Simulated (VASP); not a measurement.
# Zn3SeS2: relaxation of shape and atoms at fixed volume with PBE

Crystal: Zn3SeS2.

```
CELL_PARAMETERS angstrom
3.95607 0.00000 0.00000
-1.97803 3.42605 0.00000
0.00000 0.00000 9.69467
ATOMIC_POSITIONS crystal
Zn 0.00000 0.00000 0.00959
Zn 0.66667 0.33333 0.33349
Zn 0.33333 0.66667 0.65651
Se 0.00000 0.00000 0.75144
S 0.66667 0.33333 0.08742
S 0.33333 0.66667 0.41156
```

```json
{
  "Program": "VASP 6.6.1",
  "Task": "relaxation of shape and atoms at fixed volume",
  "Functional": "PBE",
  "Potentials or basis": "VASP PAW PBE potentials, release 64 (Zn, Se, S)",
  "Cutoff": "600 eV",
  "k mesh": "12 × 12 × 4",
  "Occupations": "gaussian, width 0.02 eV",
  "Spin": "no spin polarisation",
  "Dipole correction": "no",
  "Further INCAR settings": "ALGO = Normal; EDIFF = 1e-06; IBRION = 2; EDIFFG = -0.01; NSW = 50; ISIF = 4"
}
```

```yaml
Energy_gained_by_relaxing: 0.0 meV/atom
Ionic_steps: 3
Pressure_after_relaxing: -1.6 GPa
Largest_force_after_relaxing: 0.005 eV/Å
Band_gap_on_the_k_mesh: 1.32 eV
```

Forces on the atoms (eV/Å):
```
Zn   0.000  0.000 -0.005
Zn   0.000  0.000  0.001
Zn   0.000  0.000 -0.002
Se   0.000  0.000  0.003
S    0.000  0.000 -0.001
S    0.000  0.000  0.004
```

Final structure:
```
Zn Se S
1.0
     3.95578    0.00000    0.00000
    -1.97789    3.42580    0.00000
     0.00000    0.00000    9.69609
Zn Se S
3 1 2
Direct
  0.00000 0.00000 0.00964
  0.66667 0.33333 0.33330
  0.33333 0.66667 0.65659
  0.00000 0.00000 0.75120
  0.66667 0.33333 0.08757
  0.33333 0.66667 0.41169
```

Levels at points of the mesh, in eV from the valence-band top:
```
           k point  band 24  band 25  band 26  band 27  band 28  band 29  band 30  band 31
(0.00, 0.00, 0.00)    -0.82    -0.27     0.00     0.00     1.32     2.63     3.03     5.96
(0.50, 0.00, 0.00)    -2.05    -1.83    -1.58    -1.08     3.11     3.54     3.62     3.82
(0.00, 0.00, 0.50)    -0.72    -0.72    -0.06    -0.06     2.39     2.45     2.92     5.73
(0.50, 0.00, 0.50)    -2.21    -1.86    -1.03    -0.91     2.68     3.48     3.76     4.50
```

It took 13 min on 1 thread of Oxide Virtual Turin-like Processor (shared host), peak memory 0.48 GiB.

A k mesh can miss the band edges.
